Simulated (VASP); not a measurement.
# P (a cell with a defect) in VASP: single point with PBE+D3(BJ)

Aim: the single point of P (a cell with a defect) with PBE+D3(BJ).

Everything below comes from runs of VASP 6.6.1. Logs are shortened: lines on timing, memory, paths and dates and some standing lists are left out, and cuts for length are marked.

### Step 1. The cell of the first run

The cell holds a defect, 31 atoms: a = 8.437 Å, b = 8.437 Å, c = 8.437 Å, α = 108.69°, β = 108.69°, γ = 108.69°.

### Step 2. Single point, PBE+D3(BJ) (atoms taken out, then relaxed in part)

INCAR

```
SYSTEM = P
PREC = Accurate
ENCUT = 520
EDIFF = 1E-6
ISMEAR = 0
SIGMA = 0.1
LREAL = Auto
LASPH = .True.
NELM = 80
ALGO = Normal
ISIF = 2
LWAVE = .False.
LCHARG = .True.
GGA = PE
IVDW = 12
LELF = .True.
LVHAR = .True.
NBANDS = 98
```

KPOINTS

```
regular mesh
0
Gamma
  3 3 3
  0 0 0
```

POSCAR

```
P
1.0
    0.0000000000     -7.9159376796      2.9189069790
    6.8554031253      3.9579688398      2.9189069790
   -6.8554031253      3.9579688398      2.9189069790
P
31
Direct
    0.7326198136      0.2254844393      0.7291827674
    0.4913856219      0.2364257846      0.9913856219
    0.9754844393      0.4791827674      0.2326198136
    0.2291827674      0.2254844393      0.2326198136
    0.7326198136      0.4791827674      0.4754844393
    0.4831213888      0.4832584193      0.7332584193
    0.9864257846      0.7413856219      0.9913856219
    0.2332584193      0.4832584193      0.9831213888
    0.7305655601      0.7295873511      0.2305655601
    0.4913856219      0.7413856219      0.4864257846
    0.9754844393      0.9826198136      0.7291827674
    0.2332584193      0.7331213888      0.7332584193
    0.7305655601      0.9805655601      0.9795873511
    0.4795873511      0.9805655601      0.2305655601
    0.2291827674      0.9826198136      0.4754844393
    0.5153622507      0.7653622507      0.0153622507
    0.2681095225      0.7661679985      0.2649271447
    0.0149137035      0.7682539020      0.5149137035
    0.5161679985      0.0149271447      0.7681095225
    0.7649271447      0.7661679985      0.7681095225
    0.2681095225      0.0149271447      0.0161679985
    0.0190330397      0.0209823992      0.2709823992
    0.5182539020      0.2649137035      0.5149137035
    0.7709823992      0.0209823992      0.5190330397
    0.2704773614      0.2684007342      0.7704773614
    0.0149137035      0.2649137035      0.0182539020
    0.5161679985      0.5181095225      0.2649271447
    0.7709823992      0.2690330397      0.2709823992
    0.2704773614      0.5204773614      0.5184007342
    0.0184007342      0.5204773614      0.7704773614
    0.7649271447      0.5181095225      0.0161679985
```

Potentials or basis: VASP PAW PBE potentials, release 64 (P).

The run is started by

```
$ cat potpaw_PBE.64/P/POTCAR > POTCAR
$ mpirun -np 1 vasp_std > vasp.out
```

OUTCAR:

```text
SYSTEM = P
   PREC = Accurate
   ENCUT = 520
   EDIFF = 1E-6
   ISMEAR = 0
   LREAL = Auto
   LASPH = .True.
   NELM = 80
   ISIF = 2
   GGA = PE
   IVDW = 12
 IVDW          = 12

 ion  position               nearest neighbor table
   1  0.733  0.225  0.729-  24 2.23  19 2.30  23 2.31  26 2.64  30 2.68  31 2.71
   2  0.491  0.236  0.991-  21 2.31  19 2.31  25 2.33  28 2.61  31 2.62  27 2.62
   3  0.975  0.479  0.233-  28 2.23  31 2.30  26 2.31  18 2.64  29 2.68  17 2.71
   4  0.229  0.225  0.233-  22 2.23  21 2.30  26 2.31  23 2.64  29 2.68  27 2.71
   5  0.733  0.479  0.475-  28 2.23  27 2.30  23 2.31  18 2.64  30 2.68  20 2.71
   6  0.483  0.483  0.733-  25 2.29  29 2.29  23 2.32  20 2.63  31 2.63  16 2.63
[... 13 lines left out ...]
  20  0.765  0.766  0.768-  13 2.27  11 2.30   7 2.31  10 2.62   6 2.63   5 2.71
  21  0.268  0.015  0.016-  14 2.27   4 2.30   2 2.31   7 2.62  12 2.63  11 2.71
  22  0.019  0.021  0.271-   4 2.23  15 2.23   7 2.61  13 2.68   9 2.68
  23  0.518  0.265  0.515-   1 2.31   5 2.31   6 2.32  14 2.63   4 2.64  15 2.64
  24  0.771  0.021  0.519-  11 2.23   1 2.23  10 2.61  14 2.68   9 2.68
  25  0.270  0.268  0.770-   6 2.29   8 2.29   2 2.33  11 2.68  15 2.68
  26  0.015  0.265  0.018-   4 2.31   3 2.31   8 2.32  13 2.63   1 2.64  11 2.64
  27  0.516  0.518  0.265-   9 2.27   5 2.30  10 2.31   2 2.62   8 2.63   4 2.71
  28  0.771  0.269  0.271-   3 2.23   5 2.23   2 2.61  14 2.68  13 2.68
  29  0.270  0.520  0.518-   6 2.29  12 2.29  10 2.33   3 2.68   4 2.68
  30  0.018  0.520  0.770-   8 2.29  12 2.29   7 2.33   5 2.68   1 2.68
  31  0.765  0.518  0.016-   9 2.27   3 2.30   7 2.31   2 2.62   6 2.63   1 2.71

  LATTYP: Found a trigonal (rhomboedric) cell.
 ALAT       =     8.4369477478
 COS(alpha) =    -0.3204600706

  Lattice vectors:

 A1 = (   0.0000000000,  -7.9159376796,   2.9189069790)
 A2 = (   6.8554031253,   3.9579688398,   2.9189069790)
 A3 = (  -6.8554031253,   3.9579688398,   2.9189069790)

Analysis of symmetry for initial positions (statically):
=====================================================================
 Subroutine PRICEL returns:
 Original cell was already a primitive cell.

 Routine SETGRP: Setting up the symmetry group for a
 trigonal (rhombohedral) supercell.

 Subroutine GETGRP returns: Found  6 space group operations
 (whereof  1 operations were pure point group operations)
 out of a pool of 12 trial point group operations.

The static configuration has the point symmetry C_1 .
 The point group associated with its full space group is C_3v.

Analysis of symmetry for dynamics (positions and initial velocities):
=====================================================================
 Subroutine PRICEL returns:
 Original cell was already a primitive cell.

 Routine SETGRP: Setting up the symmetry group for a
 trigonal (rhombohedral) supercell.

 Subroutine GETGRP returns: Found  6 space group operations
 (whereof  1 operations were pure point group operations)
[... 156 lines left out ...]
   EFERMI =   0.00;   METHOD = LEGACY
   ISMEAR =     0;   SIGMA  =   0.10  broadening in eV -4-tet -1-fermi 0-gaus
   EFERMI_NEDOS =   21; number of points for ismear=-14 and -15
   IALGO  =     38    algorithm
   IMIX   =      4    mixing-type and parameters
     AMIX     =   0.40;   BMIX     =  1.00
     AMIX_MAG =   1.60;   BMIX_MAG =  1.00
  volume/ion in A,a.u.               =      15.33       103.45
  Fermi-wavevector in a.u.,A,eV,Ry     =   1.126920  2.129570 17.278702  1.269949
  Thomas-Fermi vector in A             =   2.263604
   LORBIT       =      0    0 simple, 1 ext, 2 COOP (PROOUT), +10 PAW based schemes
   GGA     = PE    functional components
   LHFCALC =     F    Hartree Fock is set to
   AEXX    =    0.0000 exact exchange contribution
   IVDW    =    12    specifies the selected vdW correction
   LEPSILON=     F    determine dielectric tensor
   LRPA    =     F    only Hartree local field effects (RPA)
 non-spin polarized calculation
 Gauss-broadening in eV      SIGMA  =   0.10
  energy-cutoff  :      520.00
  volume of cell :      475.20
 maximum number of plane-waves:     12833
   NGX = 31   NGY = 31   NGZ = 31

 number of electron     155.0000000 magnetization

 Free energy of the ion-electron system (eV)
  ---------------------------------------------------
  ext. energy  EPLUGINS =         0.00000000
  ---------------------------------------------------
  free energy    TOTEN  =      -163.57329400 eV

  energy without entropy =     -163.52737361  energy(sigma->0) =     -163.55033381

 E-fermi :   9.1210     XC(G=0): -10.9845

 val. band max:        9.1044235859   @ k =  -0.3333   0.3333   0.0000
 cond. band min:       9.1223364810   @ k =   0.3333   0.3333   0.0000
 fundamental gap:      0.0179128950
 Fermi energy:         9.1209863766

 k-point     1 :       0.0000    0.0000    0.0000
  band No.  band energies     occupation
      1      -7.4031      2.00000
      2      -5.0700      2.00000
      3      -5.0700      2.00000
      4      -4.9505      2.00000
      5      -4.9505      2.00000
      6      -4.9338      2.00000
[... 541 lines left out ...]
     88      10.5467      0.00000
     89      10.5575      0.00000
 [bands above 89 left out]

------------------------ aborting loop because EDIFF is reached ----------------------------------------

 Edisp (eV)  -14.28201

 E8    (eV) :    -5.4048

  FORCE on cell =-STRESS in cart. coord.  units (eV):
  Direction    XX          YY          ZZ          XY          YZ          ZX
  --------------------------------------------------------------------------------------
  -------------------------------------------------------------------------------------
  Total      -4.95225    -4.95225     1.26282     0.00000     0.00000     0.00000
  in kB     -16.69690   -16.69690     4.25772     0.00000     0.00000     0.00000
  external pressure =       -9.71 kB  Pullay stress =        0.00 kB

 VOLUME and BASIS-vectors are now :
 -----------------------------------------------------------------------------
  energy-cutoff  :      520.00
  volume of cell :      475.20
      direct lattice vectors                 reciprocal lattice vectors
     0.000000000 -7.915937680  2.918906979     0.000000000 -0.084218281  0.114197998
     6.855403125  3.957968840  2.918906979     0.072935171  0.042109141  0.114197998
    -6.855403125  3.957968840  2.918906979    -0.072935171  0.042109141  0.114197998

 POSITION                                       TOTAL-FORCE (eV/Angst)
 -----------------------------------------------------------------------------------
     -3.45306     -2.02083      4.92503         0.009752     -0.012343     -0.043095
     -5.17555      0.96986      5.01818         0.000001      0.000000     -0.048159
      1.69029     -4.90458      4.92503        -0.015566     -0.002274     -0.043095
     -0.04892     -0.00103      2.00613        -0.005813      0.014617     -0.043095
      0.02535     -2.02083      4.92503        -0.009752     -0.012343     -0.043095
     -1.71385      0.99058      4.96109         0.000000     -0.004078     -0.030369
[... 23 lines left out ...]
     -1.71385      4.96390      3.82189         0.000000     -0.003311      0.034254
      3.44101     -3.94046      3.79226         0.003515      0.003677      0.038947
 -----------------------------------------------------------------------------------
    total drift:                                0.000000     -0.000000     -0.007085

  FREE ENERGIE OF THE ION-ELECTRON SYSTEM (eV)
  ---------------------------------------------------
  free  energy   TOTEN  =      -177.8552996049 eV

  energy  without entropy=     -177.8093792221  energy(sigma->0) =     -177.83233941
```

OSZICAR:

```text
N       E                     dE             d eps       ncg     rms          rms(c)
DAV:   1     0.614955040523E+03    0.61496E+03   -0.67578E+04  1176   0.140E+03
DAV:   2    -0.104589784326E+03   -0.71954E+03   -0.69133E+03  1414   0.224E+02
DAV:   3    -0.162063346959E+03   -0.57474E+02   -0.55574E+02  1488   0.571E+01
DAV:   4    -0.163949563359E+03   -0.18862E+01   -0.18455E+01  1448   0.109E+01
DAV:   5    -0.164019215762E+03   -0.69652E-01   -0.69223E-01  1504   0.184E+00    0.280E+01
DAV:   6    -0.163673235284E+03    0.34598E+00   -0.52586E-01  1520   0.198E+00    0.168E+01
DAV:   7    -0.163574924735E+03    0.98311E-01   -0.50146E-01  1368   0.196E+00    0.925E-01
DAV:   8    -0.163573225538E+03    0.16992E-02   -0.56447E-02  1384   0.695E-01    0.551E-01
DAV:   9    -0.163572635221E+03    0.59032E-03   -0.82839E-03  1480   0.227E-01    0.388E-01
DAV:  10    -0.163573113651E+03   -0.47843E-03   -0.23753E-03  1480   0.141E-01    0.141E-01
DAV:  11    -0.163573273237E+03   -0.15959E-03   -0.85266E-04  1432   0.838E-02    0.541E-02
DAV:  12    -0.163573282810E+03   -0.95734E-05   -0.10573E-04  1400   0.281E-02    0.452E-02
DAV:  13    -0.163573292418E+03   -0.96078E-05   -0.34808E-05  1336   0.184E-02    0.206E-02
DAV:  14    -0.163573293840E+03   -0.14224E-05   -0.55124E-06  1224   0.653E-03    0.453E-03
DAV:  15    -0.163573293997E+03   -0.15656E-06   -0.14757E-06   816   0.314E-03
   1 F= -.17785530E+03 E0= -.17783234E+03  d E =-.459204E-01
```

Run time: 11 min. Hardware: 1 thread of Intel Xeon Platinum 8488C (Sapphire Rapids), shared host; peak memory 0.59 GiB.

Results:

```yaml
Free_energy: -177.8553 eV
Pressure: -1.0 GPa
Largest_force: 0.058 eV/Å
Band_gap_on_the_k_mesh: zero (an odd number of electrons rules out a gap without spin polarisation)
Dispersion_energy_per_atom: -0.461 eV
```

Forces on the atoms (eV/Å):
```
P    0.010 -0.012 -0.043
P    0.000  0.000 -0.048
P   -0.016 -0.002 -0.043
P   -0.006  0.015 -0.043
P   -0.010 -0.012 -0.043
P    0.000 -0.004 -0.030
P    0.000  0.000 -0.048
P   -0.004  0.002 -0.030
P   -0.003 -0.002 -0.050
P    0.000  0.000 -0.048
P    0.016 -0.002 -0.043
P    0.004  0.002 -0.030
P    0.003 -0.002 -0.050
P    0.000  0.003 -0.050
P    0.006  0.015 -0.043
P    0.000  0.000  0.036
P    0.001 -0.005  0.039
P    0.000  0.000  0.043
P   -0.005  0.001  0.039
P   -0.004  0.004  0.039
P   -0.001 -0.005  0.039
P    0.000 -0.033  0.047
P    0.000  0.000  0.043
P   -0.029  0.017  0.047
P    0.003  0.002  0.034
P    0.000  0.000  0.043
P    0.005  0.001  0.039
P    0.029  0.017  0.047
P   -0.003  0.002  0.034
P    0.000 -0.003  0.034
P    0.004  0.004  0.039
```

Caveat: the cell differs from its parent crystal (atoms taken out, then relaxed in part); an odd number of electrons without spin polarisation forces a metal; a magnetic or distorted state may lie lower.
